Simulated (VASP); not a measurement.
HfCuSi3:

```
Hf Si Cu
1.0
     4.02845    0.00000    0.00000
     0.00000    4.02845    0.00000
     0.00000    0.00000    4.07893
Hf Si Cu
1 3 1
Direct
  0.00000 0.00000 0.00000
  0.50000 0.50000 0.97500
  0.00000 0.50000 0.48500
  0.50000 0.00000 0.48500
  0.50000 0.50000 0.51500
```

```yaml
Program: VASP 6.6.1
Task: relaxation of cell and atoms
Functional: PBE
Potentials_or_basis: VASP PAW PBE potentials, release 64 (Hf_pv, Si, Cu)
Cutoff: 600 eV
k_mesh: 4 × 4 × 4
Occupations: gaussian, width 0.1 eV
Spin: no spin polarisation
```

At the start: pressure 53.7 GPa; volume 13.24 Å³/atom.

Task: How do energy, volume and symmetry change on relaxing?

Result: Over 43 steps the energy falls by 1319.2 meV/atom and the volume is 16.40 Å³/atom (+23.8 %); space group P4mm (No. 99, to 0.1 Å) before and after.

The path:
| step | energy change (eV) | largest force (eV/Å) | pressure (GPa) | volume (Å³) |
| --- | --- | --- | --- | --- |
| 1 | 0.0000 | 5.9919 | 53.73 | 66.19 |
| 3 | -3.0772 | 2.2087 | 1.62 | 87.93 |
| 5 | -3.0827 | 2.1419 | 2.70 | 86.91 |
| 7 | -3.2365 | 0.5796 | -1.96 | 90.72 |
| 9 | -3.3606 | 1.6889 | 5.07 | 84.72 |
| 11 | -3.3764 | 2.2452 | 8.03 | 82.78 |
| 13 | -3.4630 | 2.6262 | 9.83 | 81.63 |
| 15 | -3.8291 | 4.3422 | 16.91 | 76.98 |
| 17 | -4.0270 | 6.4469 | 26.06 | 72.24 |
| 19 | -4.1893 | 6.8340 | 27.97 | 71.26 |
| 21 | -4.5021 | 7.0384 | 30.46 | 69.94 |
| 23 | -5.5769 | 3.7601 | 22.75 | 71.69 |
| 25 | -5.6936 | 2.9520 | 20.60 | 72.79 |
| 27 | -6.3706 | 1.6412 | 8.07 | 77.45 |
| 29 | -6.5604 | 0.6275 | -1.11 | 82.48 |
| 31 | -6.5730 | 0.5707 | -0.37 | 81.95 |
| 33 | -6.5939 | 0.1169 | 0.34 | 81.45 |
| 35 | -6.5943 | 0.0884 | 0.20 | 81.55 |
| 37 | -6.5944 | 0.0933 | -0.56 | 82.17 |
| 39 | -6.5952 | 0.0620 | -0.12 | 81.84 |
| 41 | -6.5955 | 0.0490 | 0.09 | 81.77 |
| 43 | -6.5961 | 0.0218 | 0.05 | 81.98 |

Final structure:
```
CELL_PARAMETERS angstrom
3.75467 0.00000 0.00000
0.00000 3.75467 0.00000
0.00000 0.00000 5.81495
ATOMIC_POSITIONS crystal
Hf 0.00000 0.00000 0.01662
Si 0.50000 0.50000 0.04094
Si 0.00000 0.50000 0.37759
Si 0.50000 0.00000 0.37759
Cu 0.50000 0.50000 0.64726
```

Caveat: the k points lie up to 0.42 Å⁻¹ apart in the final cell, too coarse for converged energies and pressures of a metal; the volume moved by over 15 % at a fixed basis, so the end points are rough.
